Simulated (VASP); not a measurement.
# MgS (F-43m) in VASP: single point with r2SCAN

Aim: the single point of MgS with r2SCAN.

All numbers are computed with VASP 6.6.1; they aren't measurements. Logs are shortened: lines on timing, memory, paths and dates and some standing lists are left out, and cuts for length are marked.

### 1 The cell of the first run

The structure is cubic, space group F-43m (No. 216). Conventional cell: a = 5.666 Å, b = 5.666 Å, c = 5.666 Å, α = 90.00°, β = 90.00°, γ = 90.00°. Mg (site symmetry -43m) has 4 S at 2.45 Å within 3.2 Å. S (site symmetry -43m) has 4 Mg at 2.45 Å within 3.2 Å.

### 2 Single point, r2SCAN

POSCAR reads:

```
MgS
1.0
    0.0000000000      2.8331200000      2.8331200000
    2.8331200000      0.0000000000      2.8331200000
    2.8331200000      2.8331200000      0.0000000000
Mg S
1 1
Direct
    0.0000000000      0.0000000000      0.0000000000
    0.7500000000      0.7500000000      0.7500000000
```

INCAR.step1 reads:

```
SYSTEM = MgS
ALGO = Normal ; EDIFF = 1E-4
ENCUT = 520 ; GGA = PE
ISMEAR = 0 ; LASPH = .TRUE.
LCHARG = .FALSE. ; LREAL = .FALSE.
LWAVE = .TRUE. ; NBANDS = 11
NELM = 100 ; PREC = Accurate
SIGMA = 0.01
```

INCAR.step2 reads:

```
SYSTEM = MgS
ALGO = Normal ; EDIFF = 1E-6
ENCUT = 520 ; ISIF = 2
ISMEAR = 0 ; ISTART = 1
LASPH = .TRUE. ; LCHARG = .FALSE.
LMIXTAU = .TRUE. ; LREAL = .FALSE.
LWAVE = .FALSE. ; METAGGA = R2SCAN
NBANDS = 11 ; NELM = 100
PREC = Accurate ; SIGMA = 0.01
```

KPOINTS reads:

```
k-points
0
G
  6 6 6
  0 0 0
```

Potentials or basis: VASP PAW PBE potentials, release 64 (Mg, S).

On the command line:

```sh
cat potpaw_PBE.64/Mg/POTCAR potpaw_PBE.64/S/POTCAR > POTCAR
cp INCAR.step1 INCAR
mpirun -np 1 vasp_std > vasp.out
cp INCAR.step2 INCAR
mpirun -np 1 vasp_std > vasp.out
```

OUTCAR:

```text
SYSTEM = MgS
   EDIFF = 1E-6
   ENCUT = 520
   ISIF = 2
   ISMEAR = 0
   ISTART = 1
   LASPH = .TRUE.
   LREAL = .FALSE.
   METAGGA = R2SCAN
   NELM = 100
   PREC = Accurate

 ion  position               nearest neighbor table
   1  0.000  0.000  0.000-   2 2.45   2 2.45   2 2.45   2 2.45
   2  0.750  0.750  0.750-   1 2.45   1 2.45   1 2.45   1 2.45

  LATTYP: Found a face centered cubic cell.
 ALAT       =     5.6662400000

  Lattice vectors:

 A1 = (   0.0000000000,   2.8331200000,   2.8331200000)
 A2 = (   2.8331200000,   0.0000000000,   2.8331200000)
 A3 = (   2.8331200000,   2.8331200000,   0.0000000000)

Analysis of symmetry for initial positions (statically):
=====================================================================
 Subroutine PRICEL returns:
 Original cell was already a primitive cell.

 Routine SETGRP: Setting up the symmetry group for a
 face centered cubic supercell.

 Subroutine GETGRP returns: Found 24 space group operations
 (whereof 24 operations were pure point group operations)
 out of a pool of 48 trial point group operations.

The static configuration has the point symmetry T_d .

Analysis of symmetry for dynamics (positions and initial velocities):
=====================================================================
 Subroutine PRICEL returns:
 Original cell was already a primitive cell.

 Routine SETGRP: Setting up the symmetry group for a
 face centered cubic supercell.

 Subroutine GETGRP returns: Found 24 space group operations
 (whereof 24 operations were pure point group operations)
 out of a pool of 48 trial point group operations.

The dynamic configuration has the point symmetry T_d .

 Subroutine INISYM returns: Found 24 space group operations
 (whereof 24 operations are pure point group operations),
 and found     1 'primitive' translations

----------------------------------------------------------------------------------------

                                     Primitive cell

  volume of cell :      45.4805

  direct lattice vectors                    reciprocal lattice vectors
     0.000000000  2.833120000  2.833120000    -0.176483876  0.176483876  0.176483876
     2.833120000  0.000000000  2.833120000     0.176483876 -0.176483876  0.176483876
     2.833120000  2.833120000  0.000000000     0.176483876  0.176483876 -0.176483876

  length of vectors
     4.006636728  4.006636728  4.006636728     0.305679041  0.305679041  0.305679041

  position of ions in fractional coordinates (direct lattice)
     0.000000000  0.000000000  0.000000000
     0.750000000  0.750000000  0.750000000

  ion indices of the primitive-cell ions
   primitive index   ion index
                 1           1
                 2           2

----------------------------------------------------------------------------------------

 KPOINTS: k-points

Automatic generation of k-mesh.
 Grid dimensions read from file:
 generate k-points for:    6    6    6

 Generating k-lattice:

  Cartesian coordinates                     Fractional coordinates (reciprocal lattice)
    -0.029413979  0.029413979  0.029413979     0.166666667  0.000000000  0.000000000
     0.029413979 -0.029413979  0.029413979     0.000000000  0.166666667  0.000000000
     0.029413979  0.029413979 -0.029413979     0.000000000  0.000000000  0.166666667

  Length of vectors
     0.050946507  0.050946507  0.050946507

  Shift w.r.t. Gamma in fractional coordinates (k-lattice)
     0.000000000  0.000000000  0.000000000

 Subroutine IBZKPT returns following result:
 ===========================================

 Found     16 irreducible k-points:

 Following reciprocal coordinates:
            Coordinates               Weight
  0.000000  0.000000  0.000000      1.000000
  0.166667  0.000000  0.000000      8.000000
  0.333333  0.000000  0.000000      8.000000
  0.500000  0.000000  0.000000      4.000000
  0.166667  0.166667  0.000000      6.000000
  0.333333  0.166667  0.000000     24.000000
[... 8 lines left out ...]
 -0.333333  0.333333  0.166667     24.000000
 -0.333333  0.500000  0.166667     12.000000
   k-points           NKPTS =     16   k-points in BZ     NKDIM =     16   number of bands    NBANDS=     11
   number of dos      NEDOS =    301   number of ions     NIONS =      2
   total plane-waves  NPLWV =  27000
   dimension x,y,z NGX =    30 NGY =   30 NGZ =   30
   dimension x,y,z NGXF=    60 NGYF=   60 NGZF=   60
   ions per type =               1   1
   NGX,Y,Z   is equivalent  to a cutoff of  12.45, 12.45, 12.45 a.u.
   NGXF,Y,Z  is equivalent  to a cutoff of  24.90, 24.90, 24.90 a.u.
 SYSTEM =  MgS
   PREC   = accura    normal or accurate (medium, high low for compatibility)
   ISTART =      1    job   : 0-new  1-cont  2-samecut
   ICHARG =      0    charge: 1-file 2-atom 10-const
   ISPIN  =      1    spin polarized calculation?
   LNONCOLLINEAR =      F non collinear calculations
   LSORBIT =      F    spin-orbit coupling
   LASPH  =      T    aspherical Exc in radial PAW
   ENCUT  =  520.0 eV  38.22 Ry    6.18 a.u.   7.45  7.45  7.45*2*pi/ulx,y,z
   NELM   =    100;   NELMIN=  2; NELMDL=  0     # of ELM steps
   EDIFF  = 0.1E-05   stopping-criterion for ELM
   LREAL  =      F    real-space projection
   EDIFFG = 0.1E-04   stopping-criterion for IOM
   NSW    =      0    number of steps for IOM
   IBRION =     -1    ionic relax: 0-MD 1-quasi-New 2-CG
   NFREE  =      0    steps in history (QN), initial steepest desc. (CG)
   ISIF   =      2    stress and relaxation
   ISYM   =      2    0-nonsym 1-usesym 2-fastsym
   POTIM  = 0.5000    time-step for ionic-motion
   TEBEG  =    0.0;   TEEND  =   0.0 temperature during run
   PSTRESS=    0.0 pullay stress
   NELECT =       8.0000    total number of electrons
   NUPDOWN=      -1.0000    fix difference up-down
   EMIN   =  10.00;   EMAX   =-10.00  energy-range for DOS
   EFERMI =   0.00;   METHOD = LEGACY
   ISMEAR =     0;   SIGMA  =   0.01  broadening in eV -4-tet -1-fermi 0-gaus
   EFERMI_NEDOS =   21; number of points for ismear=-14 and -15
   IALGO  =     38    algorithm
   IMIX   =      4    mixing-type and parameters
     AMIX     =   0.40;   BMIX     =  1.00
     AMIX_MAG =   1.60;   BMIX_MAG =  1.00
  volume/ion in A,a.u.               =      22.74       153.46
  Fermi-wavevector in a.u.,A,eV,Ry     =   0.917269  1.733386 11.447693  0.841382
  Thomas-Fermi vector in A             =   2.042218
   LORBIT       =      0    0 simple, 1 ext, 2 COOP (PROOUT), +10 PAW based schemes
   METAGGA = R2SCAN    functional components
   LHFCALC =     F    Hartree Fock is set to
   AEXX    =    0.0000 exact exchange contribution
   IVDW    =     0    specifies the selected vdW correction
   LEPSILON=     F    determine dielectric tensor
   LRPA    =     F    only Hartree local field effects (RPA)
 non-spin polarized calculation
 Gauss-broadening in eV      SIGMA  =   0.01
  energy-cutoff  :      520.00
  volume of cell :       45.48
 maximum number of plane-waves:      1243
 NGX is ok and might be reduce to    30
   NGX = 15   NGY = 15   NGZ = 15

 number of electron       8.0000001 magnetization

 Free energy of the ion-electron system (eV)
  ---------------------------------------------------
  ext. energy  EPLUGINS =         0.00000000
  ---------------------------------------------------
  free energy    TOTEN  =       -15.45009372 eV

  energy without entropy =      -15.45009372  energy(sigma->0) =      -15.45009372

 E-fermi :   0.8406     XC(G=0):  -8.7665

 val. band max:        0.7547754278   @ k =   0.0000   0.0000   0.0000
 cond. band min:       4.8712404527   @ k =   0.0000   0.0000   0.0000
 fundamental gap:      4.1164650250
 Fermi energy:         0.8406378577

 k-point     1 :       0.0000    0.0000    0.0000
  band No.  band energies     occupation
      1     -10.9761      2.00000
      2       0.7548      2.00000
      3       0.7548      2.00000
      4       0.7548      2.00000
      5       4.8712      0.00000
      6       9.3424      0.00000
      7       9.3424      0.00000
      8       9.3424      0.00000
      9      12.2048      0.00000
     10      12.2048      0.00000
     11      15.4378      0.00000

 k-point     2 :       0.1667    0.0000    0.0000
  band No.  band energies     occupation
      1     -10.8217      2.00000
      2      -0.2869      2.00000
      3       0.6647      2.00000
      4       0.6647      2.00000
      5       5.8551      0.00000
      6       9.1048      0.00000
      7       9.5998      0.00000
      8       9.5998      0.00000
      9      11.6138      0.00000
     10      11.6138      0.00000
     11      14.3079      0.00000

 k-point     3 :       0.3333    0.0000    0.0000
  band No.  band energies     occupation
      1     -10.4780      2.00000
      2      -1.7617      2.00000
      3       0.5002      2.00000
      4       0.5002      2.00000
      5       6.5591      0.00000
      6       9.2720      0.00000
      7       9.2720      0.00000
      8       9.5901      0.00000
      9      12.6469      0.00000
     10      12.6469      0.00000
     11      13.6717      0.00000

 k-point     4 :       0.5000    0.0000    0.0000
  band No.  band energies     occupation
      1     -10.2834      2.00000
      2      -2.3856      2.00000
      3       0.4245      2.00000
      4       0.4245      2.00000
      5       6.5365      0.00000
      6       8.9629      0.00000
      7       8.9629      0.00000
      8      10.0097      0.00000
      9      14.5641      0.00000
     10      14.6183      0.00000
     11      14.6183      0.00000
[... 127 lines left out ...]
 k-point    14 :       0.5000    0.3333    0.1667
  band No.  band energies     occupation
      1     -10.2433      2.00000
      2      -1.6757      2.00000
      3      -0.5611      2.00000
      4       0.0599      2.00000
      5       6.9396      0.00000
      6       8.5108      0.00000
      7       8.9107      0.00000
      8      11.2624      0.00000
      9      12.1852      0.00000
     10      15.1870      0.00000
     11      15.9231      0.00000

 k-point    15 :      -0.3333    0.3333    0.1667
  band No.  band energies     occupation
      1     -10.1113      2.00000
      2      -1.7820      2.00000
      3      -0.9134      2.00000
      4      -0.1429      2.00000
      5       7.0016      0.00000
      6       8.4556      0.00000
      7       9.8774      0.00000
      8      10.7141      0.00000
      9      12.7856      0.00000
     10      14.6962      0.00000
     11      15.8215      0.00000

 k-point    16 :      -0.3333    0.5000    0.1667
  band No.  band energies     occupation
      1     -10.0523      2.00000
      2      -1.7409      2.00000
      3      -0.8139      2.00000
      4      -0.5084      2.00000
      5       6.1855      0.00000
      6       8.2403      0.00000
      7      10.8531      0.00000
      8      10.9111      0.00000
      9      14.2626      0.00000
     10      15.3643      0.00000
     11      15.5445      0.00000

------------------------ aborting loop because EDIFF is reached ----------------------------------------

  FORCE on cell =-STRESS in cart. coord.  units (eV):
  Direction    XX          YY          ZZ          XY          YZ          ZX
  --------------------------------------------------------------------------------------
  -------------------------------------------------------------------------------------
  Total       -0.1180031     -0.1180031     -0.1180031      0.0000000      0.0000000     -0.0000000
  in kB       -4.1569923     -4.1569923     -4.1569923      0.0000000      0.0000000     -0.0000000
  external PRESSURE =      -4.1569923 kB  Pullay stress =       0.0000000 kB

 VOLUME and BASIS-vectors are now :
 -----------------------------------------------------------------------------
  energy-cutoff  :      520.00
  volume of cell :       45.48
      direct lattice vectors                 reciprocal lattice vectors
     0.000000000  2.833120000  2.833120000    -0.176483876  0.176483876  0.176483876
     2.833120000  0.000000000  2.833120000     0.176483876 -0.176483876  0.176483876
     2.833120000  2.833120000  0.000000000     0.176483876  0.176483876 -0.176483876

 POSITION                                       TOTAL-FORCE (eV/Angst)
 -----------------------------------------------------------------------------------
      0.00000      0.00000      0.00000         0.000000      0.000000      0.000000
      4.24968      4.24968      4.24968        -0.000000     -0.000000     -0.000000
 -----------------------------------------------------------------------------------
    total drift:                                0.000003      0.000003      0.000003

  FREE ENERGIE OF THE ION-ELECTRON SYSTEM (eV)
  ---------------------------------------------------
  free  energy   TOTEN  =       -15.4500937193 eV

  energy  without entropy=      -15.4500937193  energy(sigma->0) =      -15.45009372
```

Wall time 40 s (1 thread of AMD EPYC 7R13 (Zen 3), shared host); peak memory 0.14 GiB.

Results:

```yaml
Free_energy: -15.4501 eV
Pressure: -0.4 GPa
Band_gap_on_the_k_mesh: 4.12 eV, direct
```

Levels at points of the mesh, in eV from the valence-band top:
```csv
k point,band 1,band 2,band 3,band 4,band 5,band 6,band 7,band 8,band 9
"(0.00, 0.00, 0.00)",-11.73,0.00,0.00,0.00,4.12,8.59,8.59,8.59,11.45
"(0.50, 0.00, 0.00)",-11.04,-3.14,-0.33,-0.33,5.78,8.21,8.21,9.25,13.81
"(0.50, 0.50, 0.00)",-10.81,-2.81,-1.05,-1.05,4.32,6.26,12.11,13.25,13.25
```

Caveat: the PAW data sets were made with another functional, which shifts forces and pressure a little. r2SCAN opens gaps a little over a GGA but as a rule still falls short of measured ones.
